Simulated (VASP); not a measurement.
# Be (P6_3/mmc) in VASP: a series of runs, part 2 of 2

VASP 6.6.1. Earlier steps stand in the parts before.

**5. Relaxation of cell and atoms, LDA, target pressure 1 GPa, at which the enthalpy is minimised**

This run uses another cell than the first one, of 7.55 Å³/atom.

Contents of INCAR:

```
ALGO     = Normal         # electronic algorithm
EDIFF    = 1E-6           # SCF threshold, eV
EDIFFG   = -0.002         # ionic threshold
ENCUT    = 600            # plane-wave cutoff, eV
GGA      = CA             # functional
IBRION   = 2              # ionic algorithm
ISIF     = 3              # what is computed and relaxed
ISMEAR   = -1             # smearing method
LASPH    = T              # aspherical terms in the spheres
LCHARG   = F              # write CHGCAR
LREAL    = F              # projectors in reciprocal space
LWAVE    = F              # write WAVECAR
NELM     = 60             # most SCF steps
NSW      = 100            # ionic steps
PREC     = Accurate       # precision mode
PSTRESS  = 10.0         
SIGMA    = 0.08           # smearing width, eV
```

Contents of KPOINTS:

```
k-points
0
Gamma
  24 24 14
```

Contents of POSCAR:

```
Be
1.0
    2.2280546683      0.0000000000      0.0000000000
   -1.1140273342      1.9295519438      0.0000000000
    0.0000000000      0.0000000000      3.5124917384
Be
2
Direct
    0.3333333333      0.6666666667      0.2500000000
    0.6666666667      0.3333333333      0.7500000000
```

Potentials or basis: VASP PAW LDA potentials, release 64 (Be).

Launch:

```sh
cat potpaw_LDA.64/Be/POTCAR > POTCAR
mpirun -np 1 vasp_std > vasp.out
```

OUTCAR:

```text
EDIFF = 1E-6
   EDIFFG = -0.002
   ENCUT = 600
   GGA = CA
   IBRION = 2
   ISIF = 3
   ISMEAR = -1
   LASPH = T
   LREAL = F
   NELM = 60
   NSW = 100
   PREC = Accurate
   PSTRESS = 10.0

 ion  position               nearest neighbor table
   1  0.333  0.667  0.250-   2 2.18   2 2.18   2 2.18   2 2.18   2 2.18   2 2.18
   2  0.667  0.333  0.750-   1 2.18   1 2.18   1 2.18   1 2.18   1 2.18   1 2.18

  LATTYP: Found a hexagonal cell.
 ALAT       =     2.2280546683
 C/A-ratio  =     1.5764836422

  Lattice vectors:

 A1 = (   2.2280546683,   0.0000000000,   0.0000000000)
 A2 = (  -1.1140273342,   1.9295519438,   0.0000000000)
 A3 = (   0.0000000000,   0.0000000000,   3.5124917384)

Analysis of symmetry for initial positions (statically):
=====================================================================
 Subroutine PRICEL returns:
 Original cell was already a primitive cell.

 Routine SETGRP: Setting up the symmetry group for a
 hexagonal supercell.

 Subroutine GETGRP returns: Found 24 space group operations
[... 174 lines left out ...]
  --------------------------------------------------------------------------------------
  -------------------------------------------------------------------------------------
  Total        0.0405493      0.0405493      0.0440098     -0.0000000     -0.0000000      0.0000000
  in kB        4.3022520      4.3022520      4.6694090     -0.0000000     -0.0000000      0.0000000
  external PRESSURE =      -5.5753623 kB  Pullay stress =      10.0000000 kB
[... 101 lines left out ...]
--------------------------------------- Ionic step        4  -------------------------------------------

 number of electron       4.0000000 magnetization

 Free energy of the ion-electron system (eV)
  ---------------------------------------------------
  ext. energy  EPLUGINS =         0.00000000
  ---------------------------------------------------
  free energy    TOTEN  =        -8.41948714 eV

  energy without entropy =       -8.41579205  energy(sigma->0) =       -8.41763960

 E-fermi :   7.1618     XC(G=0): -10.7877

 val. band max:        7.1528520447   @ k =   0.2917   0.2917   0.0714
 cond. band min:       7.2033034239   @ k =   0.2917   0.2500   0.0000
 fundamental gap:      0.0504513792
 Fermi energy:         7.1618232588

 k-point     1 :       0.0000    0.0000    0.0000
  band No.  band energies     occupation
      1      -4.2891      2.00000
      2       2.5472      2.00000
      3       8.5640      0.00000
      4      23.5819      0.00000
      5      23.5819      0.00000
      6      26.5094      0.00000
[... 199 lines left out ...]
 k-point    24 :       0.4583    0.0417    0.0000
  band No.  band energies     occupation
      1       1.9188      2.00000
      2       4.2639      2.00000
      3      10.7423      0.00000
      4      14.1169      0.00000
      5      14.2097      0.00000
      6      15.8323      0.00000

 [... further k-points ...]

------------------------ aborting loop because EDIFF is reached ----------------------------------------

  FORCE on cell =-STRESS in cart. coord.  units (eV):
  Direction    XX          YY          ZZ          XY          YZ          ZX
  --------------------------------------------------------------------------------------
  -------------------------------------------------------------------------------------
  Total        0.0935663      0.0935663      0.0945037     -0.0000000      0.0000000      0.0000000
  in kB        9.9690932      9.9690932     10.0689724     -0.0000000      0.0000000      0.0000000
  external PRESSURE =       0.0023863 kB  Pullay stress =      10.0000000 kB
[... 21 lines left out ...]
  energy  without entropy=       -8.4157920533  energy(sigma->0) =       -8.41763960

  enthalpy is  TOTEN    =        -8.3256307756 eV   P V=        0.0938563615

 reached required accuracy - stopping structural energy minimisation
```

CONTCAR:

```text
Be
   1.00000000000000
     2.2247374562678432   -0.0000000000001926    0.0000000000000000
    -1.1123687281840140    1.9266791539106738    0.0000000000000000
     0.0000000000000000   -0.0000000000000000    3.5082144353594349
  Be
     2
Direct
     0.3333333332999970    0.6666666667000030    0.2500000000000000
     0.6666666667000030    0.3333333332999970    0.7500000000000000

  0.00000000E+00  0.00000000E+00  0.00000000E+00
  0.00000000E+00  0.00000000E+00  0.00000000E+00
```

Wall time 48 s (1 thread of Intel Xeon 8259CL, shared host); peak memory 0.16 GiB.

Results:

* Free energy: -8.4195 eV
* Relaxed volume: 7.52 Å³/atom
* Relaxed cell: a = 2.225 Å, b = 2.225 Å, c = 3.508 Å, α = 90.00°, β = 90.00°, γ = 120.00°
* Space group after relaxing (to 0.1 Å): P6_3/mmc (No. 194)
* Energy change on relaxing (the run minimises the enthalpy): +0.1 meV/atom
* Ionic steps: 4
* Pressure after relaxing: 1.0 GPa
* Band gap on the k mesh: zero (bands 2 and 3 overlap by 2.09 eV)

Step by step:
```csv
step,energy change (eV),largest force (eV/Å),pressure (GPa),volume (Å³)
1,0.0000,0.0000,0.44,15.10
2,0.0002,0.0000,0.95,15.04
3,0.0003,0.0000,1.00,15.04
4,0.0003,0.0000,1.00,15.04
```

Final structure:
```cif
data_structure
_symmetry_space_group_name_H-M 'P 1'
_symmetry_Int_Tables_number 1
_cell_length_a 2.2247
_cell_length_b 2.2247
_cell_length_c 3.5082
_cell_angle_alpha 90.000
_cell_angle_beta 90.000
_cell_angle_gamma 120.000
_cell_volume 15.04
loop_
_atom_site_label
_atom_site_type_symbol
_atom_site_fract_x
_atom_site_fract_y
_atom_site_fract_z
_atom_site_occupancy
Be1 Be 0.33333 0.66667 0.25000 1
Be2 Be 0.66667 0.33333 0.75000 1
```

Caveat: the cell is relaxed towards a set pressure, so the run minimises the enthalpy, not the energy.

**6. Relaxation of cell and atoms, LDA, target pressure 2 GPa, at which the enthalpy is minimised**

This run uses another cell than the first one, of 7.55 Å³/atom.

Contents of INCAR:

```
PREC = Accurate ; ENCUT = 600
EDIFF = 1E-7 ; ISMEAR = -1
SIGMA = 0.08 ; LREAL = False
LASPH = True ; NELM = 80
ALGO = Normal ; ISIF = 3
LWAVE = False ; LCHARG = False
IBRION = 2 ; NSW = 100
EDIFFG = -0.002 ; PSTRESS = 20.0
```

Contents of KPOINTS:

```
regular mesh
0
Gamma
  24 24 14
```

POSCAR is that of step 5.

Potentials or basis: VASP PAW LDA potentials, release 64 (Be).

Launch:

```sh
cat potpaw_LDA.64/Be/POTCAR > POTCAR
mpirun -np 1 vasp_std > vasp.out
```

Run time: 57 s. Hardware: 1 thread of Intel Xeon 8259CL, shared host; peak memory 0.16 GiB.

Results (log left out):

| Property | Result |
| --- | --- |
| Free energy | -8.4185 eV |
| Relaxed volume | 7.46 Å³/atom |
| Relaxed cell | a = 2.219 Å, b = 2.219 Å, c = 3.500 Å, α = 90.00°, β = 90.00°, γ = 120.00° |
| Space group after relaxing (to 0.1 Å) | P6_3/mmc (No. 194) |
| Energy change on relaxing (the run minimises the enthalpy) | +0.7 meV/atom |
| Ionic steps | 4 |
| Pressure after relaxing | 2.0 GPa |
| Band gap on the k mesh | zero (bands 2 and 3 overlap by 2.09 eV) |

The path:
```tsv
step	energy change (eV)	largest force (eV/Å)	pressure (GPa)	volume (Å³)
1	0.0000	0.0000	0.44	15.10
2	0.0012	0.0000	1.88	14.94
3	0.0013	0.0000	2.00	14.93
4	0.0013	0.0000	2.00	14.93
```

Final structure:
```
Be
1.0
     2.21906    0.00000    0.00000
    -1.10953    1.92176    0.00000
     0.00000    0.00000    3.50032
Be
2
Direct
  0.33333 0.66667 0.25000
  0.66667 0.33333 0.75000
```

Levels at points of the mesh, in eV from the Fermi level:
| k point | band 1 | band 2 | band 3 | band 4 | band 5 |
| --- | --- | --- | --- | --- | --- |
| (0.00, 0.00, 0.00) | -11.49 | -4.65 | 1.42 | 16.52 | 16.52 |
| (0.50, 0.00, 0.00) | -5.17 | -3.10 | 3.73 | 6.73 | 7.15 |
| (0.00, 0.00, 0.50) | -9.33 | -9.33 | 11.12 | 11.12 | 18.21 |
| (0.50, 0.00, 0.50) | -3.78 | -3.78 | 1.88 | 1.88 | 12.42 |

Caveat: the cell is relaxed towards a set pressure, so the run minimises the enthalpy, not the energy. Zero-point motion and thermal expansion aren't in these numbers.

**7. Summary**

```tsv
task	cell	cutoff (eV)	gap on the mesh (eV)	pressure (GPa)
single point	a = 2.222, b = 2.222, c = 3.504 Å, angles 90.0, 90.0, 120.0°, 2 atoms	520	none	1.5
single point	a = 2.216, b = 2.216, c = 3.497 Å, angles 90.0, 90.0, 120.0°, 2 atoms	520	none	2.5
single point	a = 2.228, b = 2.228, c = 3.512 Å, angles 90.0, 90.0, 120.0°, 2 atoms	520	none	0.4
relaxation of cell and atoms	relaxed to 1 GPa from a = 2.228, b = 2.228, c = 3.512 Å, angles 90.0, 90.0, 120.0°, 2 atoms	600	none	1.0
relaxation of cell and atoms	relaxed to 2 GPa from a = 2.228, b = 2.228, c = 3.512 Å, angles 90.0, 90.0, 120.0°, 2 atoms	600	none	2.0
```

Alike in all rows: level LDA; potentials or basis VASP PAW LDA potentials, release 64 (Be); no spin polarisation; k mesh 24 × 24 × 14; smearing fermi-dirac 0.08 eV.

Caveats: the cell is relaxed towards a set pressure, so the run minimises the enthalpy, not the energy (at least some runs).

Absolute energies hang on the potentials; compare differences alone.
